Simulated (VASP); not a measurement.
# Si (Fmmm) in VASP: further runs

Runs on Si. Level: r2SCAN. Tasks: single point.

Program: VASP 6.6.1. These are calculated values, not measurements. Logs are shortened: lines on timing, memory, paths and dates and some standing lists are left out, and cuts for length are marked.

### 1 The cell of the first run

The structure is orthorhombic, space group Fmmm (No. 69). The conventional cell has a = 4.845 Å, b = 5.320 Å, c = 9.286 Å, α = 90.00°, β = 90.00°, γ = 90.00°. Within 3.2 Å of Si (site symmetry m2m) lie 8 Si at 2.42 to 2.90 Å. Within 3.4 Å of Si (site symmetry mm2) lie 12 Si at 2.48 to 3.39 Å.

### 2 Single point, r2SCAN

Input file POSCAR:

```
Si
1.0
    0.0000000000      2.6598984800      4.6432435400
    2.4222677700      0.0000000000      4.6432435400
    2.4222677700      2.6598984800      0.0000000000
Si
4
Direct
    0.7273942800      0.2726057200      0.7273942800
    0.2726057200      0.7273942800      0.2726057200
    0.7797693000      0.7797693000      0.2202307000
    0.2202307000      0.2202307000      0.7797693000
```

Input file INCAR.step1:

```
SYSTEM = Si
  PREC = Accurate
  ENCUT = 520
  ISMEAR = 1
  SIGMA = 0.3
  LREAL = .False.
  LASPH = .True.
  NELM = 100
  NBANDS = 16
  GGA = PE
  ALGO = Normal
  EDIFF = 1E-4
  LWAVE = .True.
  LCHARG = .False.
```

Input file INCAR.step2:

```
SYSTEM = Si
  PREC = Accurate
  ENCUT = 520
  EDIFF = 1E-6
  ISMEAR = 1
  SIGMA = 0.3
  LREAL = .False.
  LASPH = .True.
  NELM = 100
  ALGO = Normal
  ISIF = 2
  LWAVE = .False.
  LCHARG = .False.
  METAGGA = R2SCAN
  LMIXTAU = .True.
  NBANDS = 16
  ISTART = 1
```

Input file KPOINTS:

```
Automatic mesh
0
Gamma
  8 8 8
  0 0 0
```

Potentials or basis: VASP PAW PBE potentials, release 64 (Si).

Started as:

```bash
> cat potpaw_PBE.64/Si/POTCAR > POTCAR
> cp INCAR.step1 INCAR
> mpirun -np 1 vasp_std > vasp.out
> cp INCAR.step2 INCAR
> mpirun -np 1 vasp_std > vasp.out
```

OUTCAR:

```text
SYSTEM = Si
   PREC = Accurate
   ENCUT = 520
   EDIFF = 1E-6
   ISMEAR = 1
   LREAL = .False.
   LASPH = .True.
   NELM = 100
   ISIF = 2
   METAGGA = R2SCAN
   ISTART = 1

 ion  position               nearest neighbor table
   1  0.727  0.273  0.727-   2 2.42   2 2.43   2 2.43   3 2.51   4 2.51   3 2.87   4 2.87   2 2.90

   2  0.273  0.727  0.273-   1 2.42   1 2.43   1 2.43   3 2.51   4 2.51   4 2.87   3 2.87   1 2.90

   3  0.780  0.780  0.220-   4 2.48   4 2.48   1 2.51   2 2.51   4 2.72   4 2.72   2 2.87   1 2.87

   4  0.220  0.220  0.780-   3 2.48   3 2.48   1 2.51   2 2.51   3 2.72   3 2.72   2 2.87   1 2.87

  LATTYP: Found a face centered orthorhombic cell.
 ALAT       =     4.8445355400
 B/A-ratio  =     1.0981025768
 C/A-ratio  =     1.9168993608

  Lattice vectors:

 A1 = (   0.0000000000,   2.6598984800,   4.6432435400)
 A2 = (   2.4222677700,   0.0000000000,   4.6432435400)
 A3 = (   2.4222677700,   2.6598984800,   0.0000000000)

Analysis of symmetry for initial positions (statically):
=====================================================================
 Subroutine PRICEL returns:
 Original cell was already a primitive cell.

 Routine SETGRP: Setting up the symmetry group for a
 face centered orthorhombic supercell.

 Subroutine GETGRP returns: Found  8 space group operations
 (whereof  8 operations were pure point group operations)
 out of a pool of  8 trial point group operations.

The static configuration has the point symmetry D_2h.

Analysis of symmetry for dynamics (positions and initial velocities):
=====================================================================
 Subroutine PRICEL returns:
 Original cell was already a primitive cell.

 Routine SETGRP: Setting up the symmetry group for a
 face centered orthorhombic supercell.

 Subroutine GETGRP returns: Found  8 space group operations
 (whereof  8 operations were pure point group operations)
 out of a pool of  8 trial point group operations.

The dynamic configuration has the point symmetry D_2h.

 Subroutine INISYM returns: Found  8 space group operations
 (whereof  8 operations are pure point group operations),
 and found     1 'primitive' translations

----------------------------------------------------------------------------------------

                                     Primitive cell

  volume of cell :      59.8327

  direct lattice vectors                    reciprocal lattice vectors
     0.000000000  2.659898480  4.643243540    -0.206418137  0.187977099  0.107683346
     2.422267770  0.000000000  4.643243540     0.206418137 -0.187977099  0.107683346
     2.422267770  2.659898480  0.000000000     0.206418137  0.187977099 -0.107683346

  length of vectors
     5.351146652  5.237088096  3.597560434     0.299231582  0.299231582  0.299231582

  position of ions in fractional coordinates (direct lattice)
     0.727394280  0.272605720  0.727394280
     0.272605720  0.727394280  0.272605720
     0.779769300  0.779769300  0.220230700
     0.220230700  0.220230700  0.779769300

  ion indices of the primitive-cell ions
   primitive index   ion index
                 1           1
                 2           2
                 3           3
                 4           4

----------------------------------------------------------------------------------------

 KPOINTS: Automatic mesh

Automatic generation of k-mesh.
 Grid dimensions read from file:
 generate k-points for:    8    8    8

 Generating k-lattice:

  Cartesian coordinates                     Fractional coordinates (reciprocal lattice)
    -0.025802267  0.023497137  0.013460418     0.125000000 -0.000000000 -0.000000000
     0.025802267 -0.023497137  0.013460418     0.000000000  0.125000000  0.000000000
     0.025802267  0.023497137 -0.013460418     0.000000000  0.000000000  0.125000000

  Length of vectors
     0.037403948  0.037403948  0.037403948

  Shift w.r.t. Gamma in fractional coordinates (k-lattice)
     0.000000000  0.000000000  0.000000000

 Subroutine IBZKPT returns following result:
 ===========================================

 Found     95 irreducible k-points:

 Following reciprocal coordinates:
            Coordinates               Weight
  0.000000  0.000000  0.000000      1.000000
  0.125000  0.000000  0.000000      8.000000
  0.250000  0.000000  0.000000      8.000000
  0.375000  0.000000  0.000000      8.000000
  0.500000  0.000000  0.000000      4.000000
  0.125000  0.125000  0.000000      2.000000
[... 16 lines left out ...]
  0.250000  0.000000  0.125000      8.000000
  0.375000  0.000000  0.125000      8.000000
 [... further k-points ...]
   k-points           NKPTS =     95   k-points in BZ     NKDIM =     95   number of bands    NBANDS=     16
   number of dos      NEDOS =    301   number of ions     NIONS =      4
   total plane-waves  NPLWV =  44800
   dimension x,y,z NGX =    40 NGY =   40 NGZ =   28
   dimension x,y,z NGXF=    80 NGYF=   80 NGZF=   56
   ions per type =               4
   NGX,Y,Z   is equivalent  to a cutoff of  12.43, 12.70, 12.94 a.u.
   NGXF,Y,Z  is equivalent  to a cutoff of  24.85, 25.40, 25.88 a.u.
 SYSTEM =  Si
   PREC   = accura    normal or accurate (medium, high low for compatibility)
   ISTART =      1    job   : 0-new  1-cont  2-samecut
   ICHARG =      0    charge: 1-file 2-atom 10-const
   ISPIN  =      1    spin polarized calculation?
   LNONCOLLINEAR =      F non collinear calculations
   LSORBIT =      F    spin-orbit coupling
   LASPH  =      T    aspherical Exc in radial PAW
   ENCUT  =  520.0 eV  38.22 Ry    6.18 a.u.   9.95  9.74  6.69*2*pi/ulx,y,z
   NELM   =    100;   NELMIN=  2; NELMDL=  0     # of ELM steps
   EDIFF  = 0.1E-05   stopping-criterion for ELM
   LREAL  =      F    real-space projection
   EDIFFG = 0.1E-04   stopping-criterion for IOM
   NSW    =      0    number of steps for IOM
   IBRION =     -1    ionic relax: 0-MD 1-quasi-New 2-CG
   NFREE  =      0    steps in history (QN), initial steepest desc. (CG)
   ISIF   =      2    stress and relaxation
   ISYM   =      2    0-nonsym 1-usesym 2-fastsym
   POTIM  = 0.5000    time-step for ionic-motion
   TEBEG  =    0.0;   TEEND  =   0.0 temperature during run
   PSTRESS=    0.0 pullay stress
   NELECT =      16.0000    total number of electrons
   NUPDOWN=      -1.0000    fix difference up-down
   EMIN   =  10.00;   EMAX   =-10.00  energy-range for DOS
   EFERMI =   0.00;   METHOD = LEGACY
   ISMEAR =     1;   SIGMA  =   0.30  broadening in eV -4-tet -1-fermi 0-gaus
   EFERMI_NEDOS =   21; number of points for ismear=-14 and -15
   IALGO  =     38    algorithm
   IMIX   =      4    mixing-type and parameters
     AMIX     =   0.40;   BMIX     =  1.00
     AMIX_MAG =   1.60;   BMIX_MAG =  1.00
  volume/ion in A,a.u.               =      14.96       100.94
  Fermi-wavevector in a.u.,A,eV,Ry     =   1.054715  1.993123 15.135454  1.112424
  Thomas-Fermi vector in A             =   2.189886
   LORBIT       =      0    0 simple, 1 ext, 2 COOP (PROOUT), +10 PAW based schemes
   METAGGA = R2SCAN    functional components
   LHFCALC =     F    Hartree Fock is set to
   AEXX    =    0.0000 exact exchange contribution
   IVDW    =     0    specifies the selected vdW correction
   LEPSILON=     F    determine dielectric tensor
   LRPA    =     F    only Hartree local field effects (RPA)
 non-spin polarized calculation
 Methfessel and Paxton  Order N= 1 SIGMA  =   0.30
  energy-cutoff  :      520.00
  volume of cell :       59.83
 maximum number of plane-waves:      1630
   NGX = 19   NGY = 19   NGZ = 13

 number of electron      16.0000000 magnetization

 Free energy of the ion-electron system (eV)
  ---------------------------------------------------
  ext. energy  EPLUGINS =         0.00000000
  ---------------------------------------------------
  free energy    TOTEN  =       -33.31597306 eV

  energy without entropy =      -33.31247245  energy(sigma->0) =      -33.31480619

 E-fermi :   9.3976     XC(G=0): -11.5700

 val. band max:        9.3951746049   @ k =   0.5000  -0.3750   0.1250
 cond. band min:       9.4302225748   @ k =  -0.3750   0.0000   0.2500
 fundamental gap:      0.0350479699
 Fermi energy:         9.3975751445

 k-point     1 :       0.0000    0.0000    0.0000
  band No.  band energies     occupation
      1      -5.2766      2.00000
      2       1.2268      2.00000
      3       2.1663      2.00000
      4       6.4122      2.00000
      5       6.8715      2.00000
      6       6.9335      2.00000
[... 8 lines left out ...]
     15      18.4424      0.00000
     16      18.4853      0.00000

 k-point     2 :       0.1250    0.0000    0.0000
  band No.  band energies     occupation
      1      -5.0643      2.00000
      2       0.9298      2.00000
      3       2.8415      2.00000
      4       4.6629      2.00000
      5       5.5486      2.00000
      6       6.7360      2.00000
[... 8 lines left out ...]
     15      17.7537      0.00000
     16      18.5375      0.00000

 k-point     3 :       0.2500    0.0000    0.0000
  band No.  band energies     occupation
      1      -4.4291      2.00000
      2       0.7432      2.00000
      3       2.1343      2.00000
      4       3.8305      2.00000
      5       4.3367      2.00000
      6       6.9538      2.00000
[... 8 lines left out ...]
     15      16.6538      0.00000
     16      18.0010      0.00000

 k-point     4 :       0.3750    0.0000    0.0000
  band No.  band energies     occupation
      1      -3.3769      2.00000
      2      -0.0624      2.00000
      3       0.9183      2.00000
      4       2.5491      2.00000
      5       6.0121      2.00000
      6       7.3660      2.00000
[... 8 lines left out ...]
     15      17.5134      0.00000
     16      17.7488      0.00000

 k-point     5 :       0.5000    0.0000    0.0000
  band No.  band energies     occupation
      1      -1.9922      2.00000
      2      -1.8359      2.00000
      3       1.2962      2.00000
      4       1.7815      2.00000
      5       7.6010      2.00000
      6       7.9254      2.00000
[... 8 lines left out ...]
     15      17.5104      0.00000
     16      17.6655      0.00000

 k-point     6 :       0.1250    0.1250    0.0000
  band No.  band energies     occupation
      1      -5.1667      2.00000
      2       0.0360      2.00000
      3       3.5312      2.00000
      4       6.1882      2.00000
      5       6.4171      2.00000
      6       6.8641      2.00000
[... 8 lines left out ...]
     15      17.4023      0.00000
     16      17.8625      0.00000
[... 267 lines left out ...]
 k-point    21 :       0.5000    0.5000    0.0000
  band No.  band energies     occupation
      1      -3.7030      2.00000
      2      -3.3144      2.00000
      3       5.3246      2.00000
      4       5.5193      2.00000
      5       6.5281      2.00000
      6       6.7738      2.00000
[... 8 lines left out ...]
     15      15.9530      0.00000
     16      16.2047      0.00000

 k-point    22 :       0.1250    0.0000    0.1250
  band No.  band energies     occupation
      1      -4.9398      2.00000
      2       1.5420      2.00000
      3       2.4685      2.00000
      4       4.7210      2.00000
      5       5.1813      2.00000
      6       5.9791      2.00000
[... 8 lines left out ...]
     15      18.2937      0.00000
     16      18.4044      0.00000

 k-point    23 :       0.2500    0.0000    0.1250
  band No.  band energies     occupation
      1      -4.3923      2.00000
      2       1.5556      2.00000
      3       2.6900      2.00000
      4       3.4486      2.00000
      5       3.8687      2.00000
      6       6.0605      2.00000
[... 8 lines left out ...]
     15      16.6702      0.00000
     16      17.4895      0.00000

 k-point    24 :       0.3750    0.0000    0.1250
  band No.  band energies     occupation
      1      -3.4262      2.00000
      2       0.5351      2.00000
      3       1.6301      2.00000
      4       2.3751      2.00000
      5       5.1724      2.00000
      6       6.7931      2.00000
[... 8 lines left out ...]
     15      17.0902      0.00000
     16      17.5722      0.00000

 [... further k-points ...]

------------------------ aborting loop because EDIFF is reached ----------------------------------------

  FORCE on cell =-STRESS in cart. coord.  units (eV):
  Direction    XX          YY          ZZ          XY          YZ          ZX
  --------------------------------------------------------------------------------------
  -------------------------------------------------------------------------------------
  Total        1.0121258      1.0422144      0.7270176      0.0000000      0.0000000      0.0000000
  in kB       27.1023158     27.9080181     19.4677978      0.0000000      0.0000000      0.0000000
  external PRESSURE =      24.8260439 kB  Pullay stress =       0.0000000 kB

 VOLUME and BASIS-vectors are now :
 -----------------------------------------------------------------------------
  energy-cutoff  :      520.00
  volume of cell :       59.83
      direct lattice vectors                 reciprocal lattice vectors
     0.000000000  2.659898480  4.643243540    -0.206418137  0.187977099  0.107683346
     2.422267770  0.000000000  4.643243540     0.206418137 -0.187977099  0.107683346
     2.422267770  2.659898480  0.000000000     0.206418137  0.187977099 -0.107683346

 POSITION                                       TOTAL-FORCE (eV/Angst)
 -----------------------------------------------------------------------------------
      2.42227      3.86959      4.64324         0.000000      0.039549     -0.000000
      2.42227      1.45021      4.64324         0.000000     -0.039549     -0.000000
      2.42227      2.65990      7.24132         0.000000      0.000000     -0.082113
      2.42227      2.65990      2.04517         0.000000      0.000000      0.082113
 -----------------------------------------------------------------------------------
    total drift:                               -0.000000      0.000000     -0.000000

  FREE ENERGIE OF THE ION-ELECTRON SYSTEM (eV)
  ---------------------------------------------------
  free  energy   TOTEN  =       -33.3159730579 eV

  energy  without entropy=      -33.3124724531  energy(sigma->0) =      -33.31480619
```

Run time: 7.1 min. Hardware: 1 thread of Intel Xeon 8259CL, shared host; peak memory 0.24 GiB.

Results:

| Quantity | Value |
| --- | --- |
| Free energy | -33.3160 eV |
| Pressure | 2.5 GPa |
| Largest force | 0.082 eV/Å |
| Band gap on the k mesh | zero (bands 8 and 9 overlap by 3.94 eV) |

Forces on the atoms (eV/Å):
```
Si   0.000  0.040  0.000
Si   0.000 -0.040  0.000
Si   0.000  0.000 -0.082
Si   0.000  0.000  0.082
```

Caveat: so wide a smearing shifts energies and pressures; the PAW data sets were made with another functional, which shifts forces and pressure a little.

### 3 Single point, r2SCAN

POSCAR is that of step 2.

Input file INCAR.step1:

```
PREC = Accurate
ENCUT = 520
ISMEAR = 1
SIGMA = 0.2
LREAL = False
LASPH = True
NELM = 80
NBANDS = 16
GGA = PE
ALGO = Normal
EDIFF = 1E-4
LWAVE = True
LCHARG = False
```

Input file INCAR.step2:

```
PREC = Accurate
ENCUT = 520
EDIFF = 1E-6
ISMEAR = 1
SIGMA = 0.2
LREAL = False
LASPH = True
NELM = 80
ALGO = Normal
ISIF = 2
LWAVE = False
LCHARG = False
METAGGA = R2SCAN
LMIXTAU = True
NBANDS = 16
ISTART = 1
```

Input file KPOINTS:

```
Automatic mesh
0
Gamma
  8 8 8
```

Potentials or basis: VASP PAW PBE potentials, release 64 (Si).

Started as:

```bash
> cat potpaw_PBE.64/Si/POTCAR > POTCAR
> cp INCAR.step1 INCAR
> mpirun -np 1 vasp_std > vasp.out
> cp INCAR.step2 INCAR
> mpirun -np 1 vasp_std > vasp.out
```

OUTCAR:

```text
PREC = Accurate
   ENCUT = 520
   EDIFF = 1E-6
   ISMEAR = 1
   LREAL = False
   LASPH = True
   NELM = 80
   ISIF = 2
   METAGGA = R2SCAN
   ISTART = 1

 ion  position               nearest neighbor table
   1  0.727  0.273  0.727-   2 2.42   2 2.43   2 2.43   3 2.51   4 2.51   3 2.87   4 2.87   2 2.90

   2  0.273  0.727  0.273-   1 2.42   1 2.43   1 2.43   3 2.51   4 2.51   4 2.87   3 2.87   1 2.90

[... 660 lines left out ...]
  FORCE on cell =-STRESS in cart. coord.  units (eV):
  Direction    XX          YY          ZZ          XY          YZ          ZX
  --------------------------------------------------------------------------------------
  -------------------------------------------------------------------------------------
  Total        1.0344325      1.1063298      0.6429995      0.0000000      0.0000000      0.0000000
  in kB       27.6996367     29.6248738     17.2179945      0.0000000      0.0000000      0.0000000
  external PRESSURE =      24.8475016 kB  Pullay stress =       0.0000000 kB

 VOLUME and BASIS-vectors are now :
 -----------------------------------------------------------------------------
  energy-cutoff  :      520.00
  volume of cell :       59.83
      direct lattice vectors                 reciprocal lattice vectors
     0.000000000  2.659898480  4.643243540    -0.206418137  0.187977099  0.107683346
     2.422267770  0.000000000  4.643243540     0.206418137 -0.187977099  0.107683346
     2.422267770  2.659898480  0.000000000     0.206418137  0.187977099 -0.107683346

 POSITION                                       TOTAL-FORCE (eV/Angst)
 -----------------------------------------------------------------------------------
      2.42227      3.86959      4.64324         0.000000      0.044065      0.000000
      2.42227      1.45021      4.64324         0.000000     -0.044065      0.000000
      2.42227      2.65990      7.24132         0.000000      0.000000     -0.080031
      2.42227      2.65990      2.04517         0.000000      0.000000      0.080031
 -----------------------------------------------------------------------------------
    total drift:                               -0.000000      0.000000     -0.000000

  FREE ENERGIE OF THE ION-ELECTRON SYSTEM (eV)
  ---------------------------------------------------
  free  energy   TOTEN  =       -33.3150477106 eV

  energy  without entropy=      -33.3136149965  energy(sigma->0) =      -33.31457014
```

OSZICAR.step1:

```text
N       E                     dE             d eps       ncg     rms          rms(c)
DAV:   1     0.195857030416E+02    0.19586E+02   -0.61186E+03  3040   0.843E+02
DAV:   2    -0.192721984136E+02   -0.38858E+02   -0.35680E+02  4024   0.121E+02
DAV:   3    -0.205130217222E+02   -0.12408E+01   -0.12237E+01  4232   0.188E+01
DAV:   4    -0.205209138536E+02   -0.78921E-02   -0.78898E-02  3688   0.197E+00
DAV:   5    -0.205209740993E+02   -0.60246E-04   -0.60241E-04  4168   0.151E-01    0.602E+00
DAV:   6    -0.204851590521E+02    0.35815E-01   -0.24162E-02  3960   0.101E+00    0.355E+00
DAV:   7    -0.204713035660E+02    0.13855E-01   -0.22953E-02  3976   0.868E-01    0.295E-01
DAV:   8    -0.204711085341E+02    0.19503E-03   -0.18589E-03  3912   0.262E-01    0.207E-01
DAV:   9    -0.204710851406E+02    0.23394E-04   -0.17463E-04  2896   0.883E-02
   1 F= -.20471085E+02 E0= -.20470604E+02  d E =-.144221E-02
```

Wall time 7.9 min (1 thread of Intel Xeon 8259CL, shared host); peak memory 0.24 GiB.

Results:

```yaml
Free_energy: -33.3150 eV
Pressure: 2.5 GPa
Largest_force: 0.080 eV/Å
Band_gap_on_the_k_mesh: zero (bands 8 and 9 overlap by 3.94 eV)
```

Forces in eV/Å, atoms in the order of the input:
```
Si   0.000  0.044  0.000
Si   0.000 -0.044  0.000
Si   0.000  0.000 -0.080
Si   0.000  0.000  0.080
```

Stress tensor (GPa, compression positive):
```
2.77 0.00 0.00
0.00 2.96 0.00
0.00 0.00 1.72
```

Caveat: the PAW data sets were made with another functional, which shifts forces and pressure a little.

[end of part 1 of 2]

The gap in the log of VASP goes by the Fermi energy; the results here count the filled bands.